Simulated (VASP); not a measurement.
# Rb2Hg (P4/mmm) in VASP: single point with PBE

Aim: the single point of Rb2Hg with PBE.

Everything below comes from runs of VASP 6.6.1. Logs are shortened: lines on timing, memory, paths and dates and some standing lists are left out, and cuts for length are marked.

## 1. The cell of the first run

The structure is tetragonal, space group P4/mmm (No. 123). Conventional cell: a = 6.399 Å, b = 6.399 Å, c = 4.432 Å, α = 90.00°, β = 90.00°, γ = 90.00°. Within 5.1 Å of Rb (site symmetry mmm) lie 4 Hg at 3.89 Å and 6 Rb at 4.43 to 4.52 Å. Within 5.1 Å of Hg (site symmetry 4/mmm) lie 8 Rb at 3.89 Å and 2 Hg at 4.43 Å.

## 2. Single point, PBE

POSCAR

```
Rb2Hg
1.0
    6.3989858000      0.0000000000      0.0000000000
    0.0000000000      6.3989858000      0.0000000000
    0.0000000000      0.0000000000      4.4324479000
Rb Hg
2 1
Direct
    0.0000000000      0.5000000000      0.5000000000
    0.5000000000      0.0000000000      0.5000000000
    0.0000000000      0.0000000000      0.0000000000
```

INCAR.step1

```
PREC = Accurate
ENCUT = 520
EDIFF = 1E-6
ISMEAR = 0
SIGMA = 0.1
LREAL = False
LASPH = True
NELM = 60
ALGO = Fast
ISIF = 2
LWAVE = False
LCHARG = True
GGA = PE
NBANDS = 22
```

KPOINTS.step1

```
regular mesh
0
Gamma
  8 8 10
```

INCAR.step2

```
PREC = Accurate
ENCUT = 520
EDIFF = 1E-6
ISMEAR = -5
SIGMA = 0.1
LREAL = False
LASPH = True
NELM = 60
ALGO = Fast
ISIF = 2
LWAVE = False
LCHARG = False
GGA = PE
LORBIT = 11
NEDOS = 2001
ICHARG = 11
```

KPOINTS.step2

```
regular mesh
0
Gamma
  12 12 15
```

Potentials or basis: VASP PAW PBE potentials, release 64 (Rb_sv, Hg).

The run is started by

```sh
> cat potpaw_PBE.64/Rb_sv/POTCAR potpaw_PBE.64/Hg/POTCAR > POTCAR
> cp INCAR.step1 INCAR
> cp KPOINTS.step1 KPOINTS
> mpirun -np 1 vasp_std > vasp.out
> cp INCAR.step2 INCAR
> cp KPOINTS.step2 KPOINTS
> mpirun -np 1 vasp_std > vasp.out
```

OUTCAR:

```text
PREC = Accurate
   ENCUT = 520
   EDIFF = 1E-6
   ISMEAR = -5
   LREAL = False
   LASPH = True
   NELM = 60
   ISIF = 2
   GGA = PE
   LORBIT = 11
   ICHARG = 11

 ion  position               nearest neighbor table
   1  0.000  0.500  0.500-   3 3.89   3 3.89   3 3.89   3 3.89   2 4.52   2 4.52   2 4.52   2 4.52

   2  0.500  0.000  0.500-   3 3.89   3 3.89   3 3.89   3 3.89   1 4.52   1 4.52   1 4.52   1 4.52

   3  0.000  0.000  0.000-   1 3.89   2 3.89   1 3.89   2 3.89   1 3.89   1 3.89   2 3.89   2 3.89

  LATTYP: Found a simple tetragonal cell.
 ALAT       =     6.3989858000
 C/A-ratio  =     0.6926797525

  Lattice vectors:

 A1 = (   6.3989858000,   0.0000000000,   0.0000000000)
 A2 = (   0.0000000000,   6.3989858000,   0.0000000000)
 A3 = (   0.0000000000,   0.0000000000,   4.4324479000)

Analysis of symmetry for initial positions (statically):
=====================================================================
 Subroutine PRICEL returns:
 Original cell was already a primitive cell.

 Routine SETGRP: Setting up the symmetry group for a
 simple tetragonal supercell.

 Subroutine GETGRP returns: Found 16 space group operations
 (whereof 16 operations were pure point group operations)
 out of a pool of 16 trial point group operations.

The static configuration has the point symmetry D_4h.

Analysis of symmetry for dynamics (positions and initial velocities):
=====================================================================
 Subroutine PRICEL returns:
 Original cell was already a primitive cell.

 Routine SETGRP: Setting up the symmetry group for a
 simple tetragonal supercell.

 Subroutine GETGRP returns: Found 16 space group operations
 (whereof 16 operations were pure point group operations)
 out of a pool of 16 trial point group operations.

The dynamic configuration has the point symmetry D_4h.

 Subroutine INISYM returns: Found 16 space group operations
 (whereof 16 operations are pure point group operations),
 and found     1 'primitive' translations

----------------------------------------------------------------------------------------

                                     Primitive cell

  volume of cell :     181.4955

  direct lattice vectors                    reciprocal lattice vectors
     6.398985800  0.000000000  0.000000000     0.156274765  0.000000000  0.000000000
     0.000000000  6.398985800  0.000000000     0.000000000  0.156274765  0.000000000
     0.000000000  0.000000000  4.432447900     0.000000000  0.000000000  0.225608969

  length of vectors
     6.398985800  6.398985800  4.432447900     0.156274765  0.156274765  0.225608969

  position of ions in fractional coordinates (direct lattice)
     0.000000000  0.500000000  0.500000000
     0.500000000  0.000000000  0.500000000
     0.000000000  0.000000000  0.000000000

  ion indices of the primitive-cell ions
   primitive index   ion index
                 1           1
                 2           2
                 3           3

----------------------------------------------------------------------------------------

 KPOINTS: regular mesh

Automatic generation of k-mesh.
 Grid dimensions read from file:
 generate k-points for:   12   12   15

 Generating k-lattice:

  Cartesian coordinates                     Fractional coordinates (reciprocal lattice)
     0.013022897  0.000000000  0.000000000     0.083333333  0.000000000  0.000000000
     0.000000000  0.013022897  0.000000000     0.000000000  0.083333333  0.000000000
     0.000000000  0.000000000  0.015040598     0.000000000  0.000000000  0.066666667

  Length of vectors
     0.013022897  0.013022897  0.015040598

  Shift w.r.t. Gamma in fractional coordinates (k-lattice)
     0.000000000  0.000000000  0.000000000

 TETIRR: Found   3246 inequivalent tetrahedra from    12960

 Subroutine IBZKPT returns following result:
 ===========================================

 Found    224 irreducible k-points:

 Following reciprocal coordinates:
            Coordinates               Weight
  0.000000  0.000000  0.000000      1.000000
  0.083333  0.000000  0.000000      4.000000
  0.166667  0.000000  0.000000      4.000000
  0.250000  0.000000  0.000000      4.000000
  0.333333  0.000000  0.000000      4.000000
  0.416667  0.000000  0.000000      4.000000
[... 16 lines left out ...]
  0.333333  0.333333  0.000000      4.000000
  0.416667  0.333333  0.000000      8.000000
 [... further k-points ...]
   k-points           NKPTS =    224   k-points in BZ     NKDIM =    224   number of bands    NBANDS=     19
   number of dos      NEDOS =   2001   number of ions     NIONS =      3
   total plane-waves  NPLWV =  82944
   dimension x,y,z NGX =    48 NGY =   48 NGZ =   36
   dimension x,y,z NGXF=    96 NGYF=   96 NGZF=   72
   ions per type =               2   1
   NGX,Y,Z   is equivalent  to a cutoff of  12.47, 12.47, 13.50 a.u.
   NGXF,Y,Z  is equivalent  to a cutoff of  24.94, 24.94, 27.00 a.u.
 SYSTEM =  unknown system
   PREC   = accura    normal or accurate (medium, high low for compatibility)
   ISTART =      0    job   : 0-new  1-cont  2-samecut
   ICHARG =     11    charge: 1-file 2-atom 10-const
   ISPIN  =      1    spin polarized calculation?
   LNONCOLLINEAR =      F non collinear calculations
   LSORBIT =      F    spin-orbit coupling
   LASPH  =      T    aspherical Exc in radial PAW
   ENCUT  =  520.0 eV  38.22 Ry    6.18 a.u.  11.90 11.90  8.24*2*pi/ulx,y,z
   NELM   =     60;   NELMIN=  2; NELMDL=  0     # of ELM steps
   EDIFF  = 0.1E-05   stopping-criterion for ELM
   LREAL  =      F    real-space projection
   EDIFFG = 0.1E-04   stopping-criterion for IOM
   NSW    =      0    number of steps for IOM
   IBRION =     -1    ionic relax: 0-MD 1-quasi-New 2-CG
   NFREE  =      0    steps in history (QN), initial steepest desc. (CG)
   ISIF   =      2    stress and relaxation
   ISYM   =      2    0-nonsym 1-usesym 2-fastsym
   POTIM  = 0.5000    time-step for ionic-motion
   TEBEG  =    0.0;   TEEND  =   0.0 temperature during run
   PSTRESS=    0.0 pullay stress
   NELECT =      30.0000    total number of electrons
   NUPDOWN=      -1.0000    fix difference up-down
   EMIN   =  10.00;   EMAX   =-10.00  energy-range for DOS
   EFERMI =   0.00;   METHOD = LEGACY
   ISMEAR =    -5;   SIGMA  =   0.10  broadening in eV -4-tet -1-fermi 0-gaus
   EFERMI_NEDOS =   21; number of points for ismear=-14 and -15
   IALGO  =     68    algorithm
   IMIX   =      4    mixing-type and parameters
     AMIX     =   0.40;   BMIX     =  1.00
     AMIX_MAG =   1.60;   BMIX_MAG =  1.00
  volume/ion in A,a.u.               =      60.50       408.26
  Fermi-wavevector in a.u.,A,eV,Ry     =   0.898449  1.697822 10.982759  0.807210
  Thomas-Fermi vector in A             =   2.021159
   LORBIT       =     11    0 simple, 1 ext, 2 COOP (PROOUT), +10 PAW based schemes
   GGA     = PE    functional components
   LHFCALC =     F    Hartree Fock is set to
   AEXX    =    0.0000 exact exchange contribution
   IVDW    =     0    specifies the selected vdW correction
   LEPSILON=     F    determine dielectric tensor
   LRPA    =     F    only Hartree local field effects (RPA)
 non-spin polarized calculation
 RMM-DIIS sequential band-by-band and
 Fermi weights with tetrahedron method with Bloechl corrections
  energy-cutoff  :      520.00
  volume of cell :      181.50
 maximum number of plane-waves:      4916
 NGX is ok and might be reduce to    48

 number of electron      30.0000002 magnetization

 Free energy of the ion-electron system (eV)
  ---------------------------------------------------
  ext. energy  EPLUGINS =         0.00000000
  ---------------------------------------------------
  free energy    TOTEN  =        -2.42922913 eV

  energy without entropy =       -2.42922913  energy(sigma->0) =       -2.42922913

 E-fermi :   0.4211     XC(G=0):  -6.4619

 val. band max:        0.4633033029   @ k =   0.5000   0.0833   0.4000
 cond. band min:       0.3943267391   @ k =   0.3333   0.2500   0.1333
 fundamental gap:     -0.0689765637
 Fermi energy:         0.4211441017

 k-point     1 :       0.0000    0.0000    0.0000
  band No.  band energies     occupation
      1     -28.1099      2.00000
      2     -28.0981      2.00000
      3     -12.2761      2.00000
      4     -12.2761      2.00000
      5     -12.1415      2.00000
      6     -12.1386      2.00000
[... 11 lines left out ...]
     18       2.5240      0.00000
     19       3.1404      0.00000

 k-point     2 :       0.0833    0.0000    0.0000
  band No.  band energies     occupation
      1     -28.1097      2.00000
      2     -28.0983      2.00000
      3     -12.2746      2.00000
      4     -12.2740      2.00000
      5     -12.1416      2.00000
      6     -12.1411      2.00000
[... 11 lines left out ...]
     18       2.6832      0.00000
     19       3.1375      0.00000

 k-point     3 :       0.1667    0.0000    0.0000
  band No.  band energies     occupation
      1     -28.1091      2.00000
      2     -28.0989      2.00000
      3     -12.2698      2.00000
      4     -12.2679      2.00000
      5     -12.1502      2.00000
      6     -12.1472      2.00000
[... 11 lines left out ...]
     18       2.9434      0.00000
     19       3.1201      0.00000

 k-point     4 :       0.2500    0.0000    0.0000
  band No.  band energies     occupation
      1     -28.1081      2.00000
      2     -28.0998      2.00000
      3     -12.2620      2.00000
      4     -12.2583      2.00000
      5     -12.1632      2.00000
      6     -12.1572      2.00000
[... 11 lines left out ...]
     18       2.9458      0.00000
     19       3.0873      0.00000

 k-point     5 :       0.3333    0.0000    0.0000
  band No.  band energies     occupation
      1     -28.1069      2.00000
      2     -28.1010      2.00000
      3     -12.2514      2.00000
      4     -12.2462      2.00000
      5     -12.1791      2.00000
      6     -12.1696      2.00000
[... 11 lines left out ...]
     18       2.7341      0.00000
     19       3.0672      0.00000

 k-point     6 :       0.4167    0.0000    0.0000
  band No.  band energies     occupation
      1     -28.1055      2.00000
      2     -28.1024      2.00000
      3     -12.2393      2.00000
      4     -12.2340      2.00000
      5     -12.1951      2.00000
      6     -12.1821      2.00000
[... 11 lines left out ...]
     18       2.4275      0.00000
     19       3.0527      0.00000

 k-point     7 :       0.5000    0.0000    0.0000
  band No.  band energies     occupation
      1     -28.1040      2.00000
      2     -28.1039      2.00000
      3     -12.2316      2.00000
      4     -12.2277      2.00000
      5     -12.2041      2.00000
      6     -12.1886      2.00000
[... 11 lines left out ...]
     18       2.1610      0.00000
     19       3.0479      0.00000

 k-point     8 :       0.0833    0.0833    0.0000
  band No.  band energies     occupation
      1     -28.1095      2.00000
      2     -28.0985      2.00000
      3     -12.2781      2.00000
      4     -12.2669      2.00000
      5     -12.1498      2.00000
      6     -12.1407      2.00000
[... 256 lines left out ...]
 k-point    20 :       0.3333    0.2500    0.0000
  band No.  band energies     occupation
      1     -28.1060      2.00000
      2     -28.1019      2.00000
      3     -12.2927      2.00000
      4     -12.2409      2.00000
      5     -12.1912      2.00000
      6     -12.1339      2.00000
[... 11 lines left out ...]
     18       3.1683      0.00000
     19       3.5189      0.00000

 k-point    21 :       0.4167    0.2500    0.0000
  band No.  band energies     occupation
      1     -28.1050      2.00000
      2     -28.1028      2.00000
      3     -12.2901      2.00000
      4     -12.2574      2.00000
      5     -12.1782      2.00000
      6     -12.1318      2.00000
[... 11 lines left out ...]
     18       3.2309      0.00000
     19       3.5514      0.00000

 k-point    22 :       0.5000    0.2500    0.0000
  band No.  band energies     occupation
      1     -28.1039      2.00000
      2     -28.1039      2.00000
      3     -12.2872      2.00000
      4     -12.2651      2.00000
      5     -12.1729      2.00000
      6     -12.1333      2.00000
[... 11 lines left out ...]
     18       3.2494      0.00000
     19       3.5535      0.00000

 k-point    23 :       0.3333    0.3333    0.0000
  band No.  band energies     occupation
      1     -28.1054      2.00000
      2     -28.1025      2.00000
      3     -12.2990      2.00000
      4     -12.2603      2.00000
      5     -12.1755      2.00000
      6     -12.1327      2.00000
[... 11 lines left out ...]
     18       3.4698      0.00000
     19       3.5575      0.00000

 k-point    24 :       0.4167    0.3333    0.0000
  band No.  band energies     occupation
      1     -28.1047      2.00000
      2     -28.1032      2.00000
      3     -12.3007      2.00000
      4     -12.2750      2.00000
      5     -12.1644      2.00000
      6     -12.1312      2.00000
[... 11 lines left out ...]
     18       3.4904      0.00000
     19       3.5458      0.00000

 [... further k-points ...]

------------------------ aborting loop because EDIFF is reached ----------------------------------------

  FORCE on cell =-STRESS in cart. coord.  units (eV):
  Direction    XX          YY          ZZ          XY          YZ          ZX
  --------------------------------------------------------------------------------------
  -------------------------------------------------------------------------------------
  Total       -0.0529912     -0.0529912      0.0566280      0.0000000     -0.0000000      0.0000000
  in kB       -0.4677876     -0.4677876      0.4998919      0.0000000     -0.0000000      0.0000000
  external PRESSURE =      -0.1452278 kB  Pullay stress =       0.0000000 kB

 VOLUME and BASIS-vectors are now :
 -----------------------------------------------------------------------------
  energy-cutoff  :      520.00
  volume of cell :      181.50
      direct lattice vectors                 reciprocal lattice vectors
     6.398985800  0.000000000  0.000000000     0.156274765  0.000000000  0.000000000
     0.000000000  6.398985800  0.000000000     0.000000000  0.156274765  0.000000000
     0.000000000  0.000000000  4.432447900     0.000000000  0.000000000  0.225608969

 POSITION                                       TOTAL-FORCE (eV/Angst)
 -----------------------------------------------------------------------------------
      0.00000      3.19949      2.21622         0.000000      0.000000      0.000000
      3.19949      0.00000      2.21622         0.000000      0.000000      0.000000
      0.00000      0.00000      0.00000         0.000000      0.000000      0.000000
 -----------------------------------------------------------------------------------
    total drift:                                0.000000      0.000000     -0.000000

  FREE ENERGIE OF THE ION-ELECTRON SYSTEM (eV)
  ---------------------------------------------------
  free  energy   TOTEN  =        -2.4292291258 eV

  energy  without entropy=       -2.4292291258  energy(sigma->0) =       -2.42922913

 total charge

# of ion       s       p       d       tot
------------------------------------------
    1        1.964   5.319   0.014   7.296
    2        1.964   5.319   0.014   7.296
    3        0.986   0.148   9.316  10.450
--------------------------------------------------
tot          4.913  10.786   9.344  25.042
```

It took 6.5 min on 1 thread of Intel Xeon 6975P-C (Granite Rapids), shared host; peak memory 0.83 GiB.

What came out:

```
Valence electrons inside the program's atomic spheres : Rb 7.30; Hg 10.45
```

Caveat: spin-orbit coupling is left out, which moves the levels of the heavy elements; tetrahedron occupations give inexact forces and stress in metals.
